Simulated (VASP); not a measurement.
# Mg2Se (P4_2/nmc) in VASP: single point with PBE+D4

Aim: the single point of Mg2Se with PBE+D4.

All numbers are computed with VASP 6.6.1; they aren't measurements. Logs are shortened: lines on timing, memory, paths and dates and some standing lists are left out, and cuts for length are marked.

### Step 1. The cell of the first run

It takes space group P4_2/nmc (No. 137, tetragonal). Conventional cell: a = 3.798 Å, b = 3.798 Å, c = 11.436 Å, α = 90.00°, β = 90.00°, γ = 90.00°. Within 3.5 Å of Mg (site symmetry 2mm) lie 2 Se at 2.58 Å and 4 Mg at 3.49 Å. Se (site symmetry -4m2) has 4 Mg at 2.58 Å within 3.4 Å.

### Step 2. Single point, PBE+D4

Contents of INCAR:

```
SYSTEM = Mg2Se
PREC = Accurate ; ENCUT = 600
EDIFF = 1E-6 ; ISMEAR = 0
SIGMA = 0.1 ; LREAL = .FALSE.
LASPH = .TRUE. ; NELM = 120
ALGO = Normal ; ISIF = 2
LWAVE = .FALSE. ; LCHARG = .FALSE.
GGA = PE ; IVDW = 13
NBANDS = 19 ; GGA_COMPAT = .FALSE.
```

Contents of KPOINTS:

```
regular mesh
0
G
  10 10 4
  0 0 0
```

Contents of POSCAR:

```
Mg2Se
1.0
    3.7976932630      0.0000000000      0.0000000000
    0.0000000000      3.7976932630      0.0000000000
    0.0000000000      0.0000000000     11.4356853484
Mg Se
4 2
Direct
    0.0000000000      0.5000000000      0.3473128396
    0.0000000000      0.5000000000      0.8473128396
    0.5000000000      0.0000000000      0.1526871604
    0.5000000000      0.0000000000      0.6526871604
    0.0000000000      0.0000000000      0.0000000000
    0.5000000000      0.5000000000      0.5000000000
```

Potentials or basis: VASP PAW PBE potentials, release 64 (Mg, Se).

Run with:

```console
$ cat potpaw_PBE.64/Mg/POTCAR potpaw_PBE.64/Se/POTCAR > POTCAR
$ mpirun -np 1 vasp_std > vasp.out
```

OUTCAR:

```text
SYSTEM = Mg2Se
   PREC = Accurate
   ENCUT = 600
   EDIFF = 1E-6
   ISMEAR = 0
   LREAL = .FALSE.
   LASPH = .TRUE.
   NELM = 120
   ISIF = 2
   GGA = PE
   IVDW = 13

 ion  position               nearest neighbor table
   1  0.000  0.500  0.347-   6 2.58   6 2.58   3 3.49   3 3.49   3 3.49   3 3.49
   2  0.000  0.500  0.847-   5 2.58   5 2.58   4 3.49   4 3.49   4 3.49   4 3.49
   3  0.500  0.000  0.153-   5 2.58   5 2.58   1 3.49   1 3.49   1 3.49   1 3.49
   4  0.500  0.000  0.653-   6 2.58   6 2.58   2 3.49   2 3.49   2 3.49   2 3.49
   5  0.000  0.000  0.000-   2 2.58   3 2.58   2 2.58   3 2.58
   6  0.500  0.500  0.500-   1 2.58   4 2.58   4 2.58   1 2.58

  LATTYP: Found a simple tetragonal cell.
 ALAT       =     3.7976932630
 C/A-ratio  =     3.0112187995

  Lattice vectors:

 A1 = (   3.7976932630,   0.0000000000,   0.0000000000)
 A2 = (   0.0000000000,   3.7976932630,   0.0000000000)
 A3 = (   0.0000000000,   0.0000000000,  11.4356853484)

Analysis of symmetry for initial positions (statically):
=====================================================================
 Subroutine PRICEL returns:
 Original cell was already a primitive cell.

 Routine SETGRP: Setting up the symmetry group for a
 simple tetragonal supercell.

 Subroutine GETGRP returns: Found 16 space group operations
 (whereof  8 operations were pure point group operations)
 out of a pool of 16 trial point group operations.

The static configuration has the point symmetry D_2d.
 The point group associated with its full space group is D_4h.

Analysis of symmetry for dynamics (positions and initial velocities):
=====================================================================
 Subroutine PRICEL returns:
 Original cell was already a primitive cell.

 Routine SETGRP: Setting up the symmetry group for a
 simple tetragonal supercell.

 Subroutine GETGRP returns: Found 16 space group operations
 (whereof  8 operations were pure point group operations)
 out of a pool of 16 trial point group operations.

The dynamic configuration has the point symmetry D_2d.
 The point group associated with its full space group is D_4h.

 Subroutine INISYM returns: Found 16 space group operations
 (whereof  8 operations are pure point group operations),
 and found     1 'primitive' translations

----------------------------------------------------------------------------------------

                                     Primitive cell

  volume of cell :     164.9309

  direct lattice vectors                    reciprocal lattice vectors
[... 94 lines left out ...]
   NELM   =    120;   NELMIN=  2; NELMDL= -5     # of ELM steps
   EDIFF  = 0.1E-05   stopping-criterion for ELM
   LREAL  =      F    real-space projection
[... 7 lines left out ...]
   TEBEG  =    0.0;   TEEND  =   0.0 temperature during run
   PSTRESS=    0.0 pullay stress
   NELECT =      20.0000    total number of electrons
   NUPDOWN=      -1.0000    fix difference up-down
   EMIN   =  10.00;   EMAX   =-10.00  energy-range for DOS
   EFERMI =   0.00;   METHOD = LEGACY
   ISMEAR =     0;   SIGMA  =   0.10  broadening in eV -4-tet -1-fermi 0-gaus
   EFERMI_NEDOS =   21; number of points for ismear=-14 and -15
   IALGO  =     38    algorithm
   IMIX   =      4    mixing-type and parameters
     AMIX     =   0.40;   BMIX     =  1.00
     AMIX_MAG =   1.60;   BMIX_MAG =  1.00
  volume/ion in A,a.u.               =      27.49       185.50
  Fermi-wavevector in a.u.,A,eV,Ry     =   0.810309  1.531263  8.933602  0.656601
  Thomas-Fermi vector in A             =   1.919461
   LORBIT       =      0    0 simple, 1 ext, 2 COOP (PROOUT), +10 PAW based schemes
   GGA     = PE    functional components
   LHFCALC =     F    Hartree Fock is set to
   AEXX    =    0.0000 exact exchange contribution
   IVDW    =    13    specifies the selected vdW correction
   LEPSILON=     F    determine dielectric tensor
   LRPA    =     F    only Hartree local field effects (RPA)
 non-spin polarized calculation
 Gauss-broadening in eV      SIGMA  =   0.10
  energy-cutoff  :      600.00
  volume of cell :      164.93
 maximum number of plane-waves:      5540
   NGX = 15   NGY = 15   NGZ = 45

 number of electron      19.9999998 magnetization

 Free energy of the ion-electron system (eV)
  ---------------------------------------------------
  ext. energy  EPLUGINS =         0.00000000
  ---------------------------------------------------
  free energy    TOTEN  =       -15.79448390 eV

  energy without entropy =      -15.78549655  energy(sigma->0) =      -15.78999022

 E-fermi :   1.9776     XC(G=0):  -8.0814

 val. band max:        1.9639602099   @ k =   0.4000   0.4000   0.2500
 cond. band min:       1.9844799793   @ k =   0.4000   0.0000   0.2500
 fundamental gap:      0.0205197694
 Fermi energy:         1.9776240489

 k-point     1 :       0.0000    0.0000    0.0000
  band No.  band energies     occupation
      1     -10.9970      2.00000
      2     -10.9664      2.00000
      3      -3.5449      2.00000
      4      -2.1483      2.00000
      5      -1.6361      2.00000
      6       0.5784      2.00000
[... 505 lines left out ...]
      6      -0.8396      2.00000
[... 11 lines left out ...]
     18       7.5974      0.00000
     19       7.9372      0.00000

 [... further k-points ...]

------------------------ aborting loop because EDIFF is reached ----------------------------------------

  DFT-D4 for vdW energy calculation

  Edisp (eV):   -1.12826

  FORCE on cell =-STRESS in cart. coord.  units (eV):
  Direction    XX          YY          ZZ          XY          YZ          ZX
  --------------------------------------------------------------------------------------
  -------------------------------------------------------------------------------------
  Total      -1.26703    -1.26703    -1.22584     0.00000     0.00000     0.00000
  in kB     -12.30823   -12.30823   -11.90811     0.00000     0.00000     0.00000
  external pressure =      -12.17 kB  Pullay stress =        0.00 kB

 VOLUME and BASIS-vectors are now :
 -----------------------------------------------------------------------------
  energy-cutoff  :      600.00
  volume of cell :      164.93
      direct lattice vectors                 reciprocal lattice vectors
     3.797693263  0.000000000  0.000000000     0.263317738  0.000000000  0.000000000
     0.000000000  3.797693263  0.000000000     0.000000000  0.263317738  0.000000000
     0.000000000  0.000000000 11.435685348     0.000000000  0.000000000  0.087445568

 POSITION                                       TOTAL-FORCE (eV/Angst)
 -----------------------------------------------------------------------------------
      0.00000      1.89885      3.97176        -0.000000      0.000000      0.005455
      0.00000      1.89885      9.68960        -0.000000     -0.000000      0.005455
      1.89885      0.00000      1.74608         0.000000     -0.000000     -0.005455
      1.89885      0.00000      7.46392        -0.000000     -0.000000     -0.005455
      0.00000      0.00000      0.00000        -0.000000     -0.000000      0.000000
      1.89885      1.89885      5.71784         0.000000      0.000000      0.000000
 -----------------------------------------------------------------------------------
    total drift:                                0.000000     -0.000000     -0.000000

  FREE ENERGIE OF THE ION-ELECTRON SYSTEM (eV)
  ---------------------------------------------------
  free  energy   TOTEN  =       -16.9227464477 eV

  energy  without entropy=      -16.9137590948  energy(sigma->0) =      -16.91825277
```

It took 5.8 min on 1 thread of Intel Xeon 8259CL, shared host; peak memory 0.43 GiB.

What came out:

- Free energy: -16.9227 eV
- Pressure: -1.2 GPa
- Largest force: 0.005 eV/Å
- Band gap on the k mesh: zero (bands 10 and 11 overlap by 1.33 eV)
- Dispersion energy per atom: -0.188 eV

Forces on the atoms (eV/Å):
```
Mg   0.000  0.000  0.005
Mg   0.000  0.000  0.005
Mg   0.000  0.000 -0.005
Mg   0.000  0.000 -0.005
Se   0.000  0.000  0.000
Se   0.000  0.000  0.000
```

The gap in the log of VASP goes by the Fermi energy; the results here count the filled bands.